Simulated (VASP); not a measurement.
# W (P6_3/mmc) in VASP: notebook

Runs on W. Level: LDA. Tasks: single point.

Program: VASP 6.6.1. These are calculated values, not measurements. Logs are shortened: lines on timing, memory, paths and dates and some standing lists are left out, and cuts for length are marked.

### Step 1. The cell of the first run

Symmetry: P6_3/mmc, No. 194, hexagonal system. Conventional cell: a = 2.670 Å, b = 2.670 Å, c = 9.372 Å, α = 90.00°, β = 90.00°, γ = 120.00°. Within 3.5 Å of W (site symmetry -3m) lie 12 W at 2.67 to 2.80 Å. W (site symmetry -6m2) has 12 W at 2.67 to 2.80 Å within 3.5 Å.

This isn't the form of W at room conditions, which is bcc.

### Step 2. Single point, LDA (14.47 Å³/atom)

The input, INCAR:

```
SYSTEM = W
PREC = Accurate ; ENCUT = 520
EDIFF = 1E-7 ; ISMEAR = -1
SIGMA = 0.1 ; LREAL = .False.
LASPH = .True. ; NELM = 100
ALGO = Normal ; ISIF = 2
LWAVE = .False. ; LCHARG = .False.
GGA = CA ; NBANDS = 36
```

The input, KPOINTS:

```
Automatic mesh
0
Gamma
  15 15 4
  0 0 0
```

The input, POSCAR:

```
W
1.0
    2.6701920367      0.0000000000      0.0000000000
   -1.3350960184      2.3124541367      0.0000000000
    0.0000000000      0.0000000000      9.3724431010
W
4
Direct
    1.0000000000      1.0000000000      0.0000000000
    1.0000000000      0.0000000000      0.5000000000
    0.3333333333      0.6666666667      0.2500000000
    0.6666666667      0.3333333333      0.7500000000
```

Potentials or basis: VASP PAW LDA potentials, release 64 (W_sv).

The run is started by

```sh
cat potpaw_LDA.64/W_sv/POTCAR > POTCAR
mpirun -np 1 vasp_std > vasp.out
```

OUTCAR:

```text
SYSTEM = W
   PREC = Accurate
   ENCUT = 520
   EDIFF = 1E-7
   ISMEAR = -1
   LREAL = .False.
   LASPH = .True.
   NELM = 100
   ISIF = 2
   GGA = CA

 ion  position               nearest neighbor table
   1  0.000  0.000  0.000-   3 2.80   4 2.80   3 2.80   4 2.80   4 2.80   3 2.80
   2  0.000  0.000  0.500-   3 2.80   4 2.80   3 2.80   4 2.80   4 2.80   3 2.80
   3  0.333  0.667  0.250-   1 2.80   2 2.80   1 2.80   2 2.80   1 2.80   2 2.80
   4  0.667  0.333  0.750-   1 2.80   2 2.80   1 2.80   2 2.80   1 2.80   2 2.80

  LATTYP: Found a hexagonal cell.
 ALAT       =     2.6701920367
 C/A-ratio  =     3.5100258604

  Lattice vectors:

 A1 = (   2.6701920367,   0.0000000000,   0.0000000000)
 A2 = (  -1.3350960184,   2.3124541367,   0.0000000000)
 A3 = (   0.0000000000,   0.0000000000,   9.3724431010)

Analysis of symmetry for initial positions (statically):
=====================================================================
 Subroutine PRICEL returns:
 Original cell was already a primitive cell.

 Routine SETGRP: Setting up the symmetry group for a
 hexagonal supercell.

 Subroutine GETGRP returns: Found 24 space group operations
 (whereof 12 operations were pure point group operations)
 out of a pool of 24 trial point group operations.

The static configuration has the point symmetry D_3d.
 The point group associated with its full space group is D_6h.

Analysis of symmetry for dynamics (positions and initial velocities):
=====================================================================
 Subroutine PRICEL returns:
 Original cell was already a primitive cell.

 Routine SETGRP: Setting up the symmetry group for a
 hexagonal supercell.

 Subroutine GETGRP returns: Found 24 space group operations
 (whereof 12 operations were pure point group operations)
 out of a pool of 24 trial point group operations.

The dynamic configuration has the point symmetry D_3d.
 The point group associated with its full space group is D_6h.

 Subroutine INISYM returns: Found 24 space group operations
 (whereof 12 operations are pure point group operations),
 and found     1 'primitive' translations

----------------------------------------------------------------------------------------

                                     Primitive cell

  volume of cell :      57.8720

  direct lattice vectors                    reciprocal lattice vectors
     2.670192037  0.000000000  0.000000000     0.374504899  0.216220504  0.000000000
    -1.335096018  2.312454137  0.000000000     0.000000000  0.432441009  0.000000000
     0.000000000  0.000000000  9.372443101     0.000000000  0.000000000  0.106695766

  length of vectors
     2.670192037  2.670192037  9.372443101     0.432441009  0.432441009  0.106695766

  position of ions in fractional coordinates (direct lattice)
     0.000000000  0.000000000  0.000000000
     0.000000000  0.000000000  0.500000000
     0.333333333  0.666666667  0.250000000
     0.666666667  0.333333333  0.750000000

  ion indices of the primitive-cell ions
   primitive index   ion index
                 1           1
                 2           2
                 3           3
                 4           4

----------------------------------------------------------------------------------------

 KPOINTS: Automatic mesh

Automatic generation of k-mesh.
 Grid dimensions read from file:
 generate k-points for:   15   15    4

 Generating k-lattice:

  Cartesian coordinates                     Fractional coordinates (reciprocal lattice)
     0.024966993  0.014414700  0.000000000     0.066666667  0.000000000  0.000000000
     0.000000000  0.028829401  0.000000000     0.000000000  0.066666667  0.000000000
     0.000000000  0.000000000  0.026673942     0.000000000  0.000000000  0.250000000

  Length of vectors
     0.028829401  0.028829401  0.026673942

  Shift w.r.t. Gamma in fractional coordinates (k-lattice)
     0.000000000  0.000000000  0.000000000

 Subroutine IBZKPT returns following result:
 ===========================================

 Found     81 irreducible k-points:

 Following reciprocal coordinates:
            Coordinates               Weight
  0.000000  0.000000  0.000000      1.000000
  0.066667  0.000000  0.000000      6.000000
  0.133333  0.000000  0.000000      6.000000
  0.200000  0.000000  0.000000      6.000000
  0.266667  0.000000  0.000000      6.000000
  0.333333  0.000000  0.000000      6.000000
[... 16 lines left out ...]
  0.333333  0.200000  0.000000     12.000000
  0.400000  0.200000  0.000000      6.000000
 [... further k-points ...]
   k-points           NKPTS =     81   k-points in BZ     NKDIM =     81   number of bands    NBANDS=     36
   number of dos      NEDOS =    301   number of ions     NIONS =      4
   total plane-waves  NPLWV =  28000
   dimension x,y,z NGX =    20 NGY =   20 NGZ =   70
   dimension x,y,z NGXF=    40 NGYF=   40 NGZF=  140
   ions per type =               4
   NGX,Y,Z   is equivalent  to a cutoff of  12.45, 12.45, 12.42 a.u.
   NGXF,Y,Z  is equivalent  to a cutoff of  24.90, 24.90, 24.83 a.u.
 SYSTEM =  W
   PREC   = accura    normal or accurate (medium, high low for compatibility)
   ISTART =      0    job   : 0-new  1-cont  2-samecut
   ICHARG =      2    charge: 1-file 2-atom 10-const
   ISPIN  =      1    spin polarized calculation?
   LNONCOLLINEAR =      F non collinear calculations
   LSORBIT =      F    spin-orbit coupling
   LASPH  =      T    aspherical Exc in radial PAW
   ENCUT  =  520.0 eV  38.22 Ry    6.18 a.u.   4.96  4.96 17.43*2*pi/ulx,y,z
   NELM   =    100;   NELMIN=  2; NELMDL= -5     # of ELM steps
   EDIFF  = 0.1E-06   stopping-criterion for ELM
   LREAL  =      F    real-space projection
   EDIFFG = 0.1E-05   stopping-criterion for IOM
   NSW    =      0    number of steps for IOM
   IBRION =     -1    ionic relax: 0-MD 1-quasi-New 2-CG
   NFREE  =      0    steps in history (QN), initial steepest desc. (CG)
   ISIF   =      2    stress and relaxation
   ISYM   =      2    0-nonsym 1-usesym 2-fastsym
   POTIM  = 0.5000    time-step for ionic-motion
   TEBEG  =    0.0;   TEEND  =   0.0 temperature during run
   PSTRESS=    0.0 pullay stress
   NELECT =      56.0000    total number of electrons
   NUPDOWN=      -1.0000    fix difference up-down
   EMIN   =  10.00;   EMAX   =-10.00  energy-range for DOS
   EFERMI =   0.00;   METHOD = LEGACY
   ISMEAR =    -1;   SIGMA  =   0.10  broadening in eV -4-tet -1-fermi 0-gaus
   EFERMI_NEDOS =   21; number of points for ismear=-14 and -15
   IALGO  =     38    algorithm
   IMIX   =      4    mixing-type and parameters
     AMIX     =   0.40;   BMIX     =  1.00
     AMIX_MAG =   1.60;   BMIX_MAG =  1.00
  volume/ion in A,a.u.               =      14.47        97.63
  Fermi-wavevector in a.u.,A,eV,Ry     =   1.619253  3.059944 35.674205  2.621980
  Thomas-Fermi vector in A             =   2.713384
   LORBIT       =      0    0 simple, 1 ext, 2 COOP (PROOUT), +10 PAW based schemes
   GGA     = CA    functional components
   LHFCALC =     F    Hartree Fock is set to
   AEXX    =    0.0000 exact exchange contribution
   IVDW    =     0    specifies the selected vdW correction
   LEPSILON=     F    determine dielectric tensor
   LRPA    =     F    only Hartree local field effects (RPA)
 non-spin polarized calculation
  energy-cutoff  :      520.00
  volume of cell :       57.87
 maximum number of plane-waves:      1593
 NGX is ok and might be reduce to    20
   NGX =  9   NGY =  9   NGZ = 35

 number of electron      55.9999995 magnetization

 Free energy of the ion-electron system (eV)
  ---------------------------------------------------
  ext. energy  EPLUGINS =         0.00000000
  ---------------------------------------------------
  free energy    TOTEN  =       -54.00800785 eV

  energy without entropy =      -53.88528816  energy(sigma->0) =      -53.94664801

 E-fermi :  12.3143     XC(G=0): -14.3310

 val. band max:       12.3089201040   @ k =   0.4667   0.0667   0.2500
 cond. band min:      12.3209554509   @ k =   0.0667   0.0000   0.2500
 fundamental gap:      0.0120353469
 Fermi energy:        12.3142759688

 k-point     1 :       0.0000    0.0000    0.0000
  band No.  band energies     occupation
      1     -60.8426      2.00000
      2     -60.7897      2.00000
      3     -60.7495      2.00000
      4     -60.6959      2.00000
      5     -26.1794      2.00000
      6     -25.4810      2.00000
[... 28 lines left out ...]
     35      15.6679      0.00000
     36      15.6679      0.00000

 k-point     2 :       0.0667    0.0000    0.0000
  band No.  band energies     occupation
      1     -60.8340      2.00000
      2     -60.7824      2.00000
      3     -60.7422      2.00000
      4     -60.6899      2.00000
      5     -26.1549      2.00000
      6     -25.4768      2.00000
[... 28 lines left out ...]
     35      15.7373      0.00000
     36      15.8030      0.00000

 k-point     3 :       0.1333    0.0000    0.0000
  band No.  band energies     occupation
      1     -60.8095      2.00000
      2     -60.7617      2.00000
      3     -60.7214      2.00000
      4     -60.6730      2.00000
      5     -26.0839      2.00000
      6     -25.4723      2.00000
[... 28 lines left out ...]
     35      15.7727      0.00000
     36      16.0333      0.00000
[... 742 lines left out ...]
 k-point    23 :       0.3333    0.2000    0.0000
  band No.  band energies     occupation
      1     -60.6189      2.00000
      2     -60.6114      2.00000
      3     -60.5708      2.00000
      4     -60.5633      2.00000
      5     -26.0850      2.00000
      6     -26.0229      2.00000
[... 28 lines left out ...]
     35      17.8874      0.00000
     36      17.9692      0.00000

 k-point    24 :       0.4000    0.2000    0.0000
  band No.  band energies     occupation
      1     -60.6098      2.00000
      2     -60.6053      2.00000
      3     -60.5648      2.00000
      4     -60.5602      2.00000
      5     -26.1214      2.00000
      6     -26.0500      2.00000
[... 28 lines left out ...]
     35      17.6766      0.00000
     36      17.8950      0.00000

 [... further k-points ...]

------------------------ aborting loop because EDIFF is reached ----------------------------------------

  FORCE on cell =-STRESS in cart. coord.  units (eV):
  Direction    XX          YY          ZZ          XY          YZ          ZX
  --------------------------------------------------------------------------------------
  -------------------------------------------------------------------------------------
  Total       12.7367630     12.7367630     10.3246415     -0.0000000      0.0000000      0.0000000
  in kB      352.6153493    352.6153493    285.8361308     -0.0000000      0.0000000      0.0000000
  external PRESSURE =     330.3556098 kB  Pullay stress =       0.0000000 kB

 VOLUME and BASIS-vectors are now :
 -----------------------------------------------------------------------------
  energy-cutoff  :      520.00
  volume of cell :       57.87
      direct lattice vectors                 reciprocal lattice vectors
     2.670192037  0.000000000  0.000000000     0.374504899  0.216220504  0.000000000
    -1.335096018  2.312454137  0.000000000     0.000000000  0.432441009  0.000000000
     0.000000000  0.000000000  9.372443101     0.000000000  0.000000000  0.106695766

 POSITION                                       TOTAL-FORCE (eV/Angst)
 -----------------------------------------------------------------------------------
      0.00000      0.00000      0.00000         0.000000      0.000000     -0.000000
      0.00000      0.00000      4.68622         0.000000      0.000000     -0.000000
     -0.00000      1.54164      2.34311        -0.000000      0.000000     -0.000000
      1.33510      0.77082      7.02933         0.000000      0.000000      0.000000
 -----------------------------------------------------------------------------------
    total drift:                                0.000000     -0.000000      0.000000

  FREE ENERGIE OF THE ION-ELECTRON SYSTEM (eV)
  ---------------------------------------------------
  free  energy   TOTEN  =       -54.0080078518 eV

  energy  without entropy=      -53.8852881645  energy(sigma->0) =      -53.94664801
```

It took 56 s on 1 thread of Intel Xeon 6975P-C (Granite Rapids), shared host; peak memory 0.23 GiB.

What came out:

```
Free energy            : -54.0080 eV
Pressure               : 33.0 GPa
Band gap on the k mesh : zero (bands 28 and 29 overlap by 2.49 eV)
```

Caveat: the cell stands under pressure; spin-orbit coupling is left out, which moves the levels of the heavy elements.

### Step 3. Single point, LDA (15.10 Å³/atom)

This run uses another cell than the first one, of 15.10 Å³/atom.

The input, INCAR:

```
PREC = Accurate ; ENCUT = 520
EDIFF = 1E-6 ; ISMEAR = -1
SIGMA = 0.1 ; LREAL = F
LASPH = T ; NELM = 60
ALGO = Normal ; ISIF = 2
LWAVE = F ; LCHARG = F
GGA = CA ; NBANDS = 36
```

The input, KPOINTS:

```
Automatic mesh
0
Gamma
  15 15 4
```

The input, POSCAR:

```
W
1.0
    2.7083427916      0.0000000000      0.0000000000
   -1.3541713958      2.3454936597      0.0000000000
    0.0000000000      0.0000000000      9.5063532373
W
4
Direct
    1.0000000000      1.0000000000      0.0000000000
    1.0000000000      0.0000000000      0.5000000000
    0.3333333333      0.6666666667      0.2500000000
    0.6666666667      0.3333333333      0.7500000000
```

Potentials or basis: VASP PAW LDA potentials, release 64 (W_sv).

The run is started by

```sh
cat potpaw_LDA.64/W_sv/POTCAR > POTCAR
mpirun -np 1 vasp_std > vasp.out
```

Run time: 54 s. Hardware: 1 thread of Intel Xeon 6975P-C (Granite Rapids), shared host; peak memory 0.24 GiB.

Results (log left out):

- Free energy: -54.3890 eV
- Pressure: 15.8 GPa
- Band gap on the k mesh: zero (bands 28 and 29 overlap by 2.39 eV)

Stress tensor (GPa, compression positive):
```
16.93  0.00  0.00
 0.00 16.93  0.00
 0.00  0.00 13.45
```

Levels at points of the mesh, in eV from the Fermi level:
```csv
k point,band 24,band 25,band 26,band 27,band 28,band 29,band 30,band 31,band 32,band 33
"(0.00, 0.00, 0.00)",-0.76,-0.76,-0.59,-0.59,-0.28,-0.28,-0.07,-0.07,0.22,2.31
"(0.00, 0.00, 0.50)",-1.04,-0.62,-0.62,-0.62,-0.62,-0.26,-0.26,-0.26,-0.26,2.71
```

Caveat: the cell stands under pressure; spin-orbit coupling is left out, which moves the levels of the heavy elements.

(Part 1 of 2 ends here.)
